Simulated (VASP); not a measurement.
Input of a VASP 6.6.1 run:

The input INCAR:

```
SYSTEM = Tl
PREC = Accurate ; ENCUT = 520
EDIFF = 1E-6 ; ISMEAR = -1
SIGMA = 0.1 ; LREAL = .FALSE.
LASPH = .TRUE. ; NELM = 60
ALGO = Normal ; ISIF = 2
LWAVE = .FALSE. ; LCHARG = .FALSE.
GGA = RP ; NBANDS = 12
```

The input KPOINTS:

```
regular mesh
0
G
  12 12 12
  0 0 0
```

The input POSCAR:

```
Tl
1.0
    0.0000000000      2.6574533588      2.6574533588
    2.6574533588      0.0000000000      2.6574533588
    2.6574533588      2.6574533588      0.0000000000
Tl
1
Direct
    0.0000000000      0.0000000000      0.0000000000
```

Potentials or basis: VASP PAW PBE potentials, release 64 (Tl_d).

Run with:

```console
$ cat potpaw_PBE.64/Tl_d/POTCAR > POTCAR
$ mpirun -np 1 vasp_std > vasp.out
```

**Question.** Estimate the pressure.

**Answer.** -1.7 GPa.

**Question.** Predict the band gap on the k mesh.

**Answer.** Zero (an odd number of electrons rules out a gap without spin polarisation).

Caveat: the PAW data sets were made with another functional, which shifts forces and pressure a little; spin-orbit coupling is left out, which moves the levels of the heavy elements.
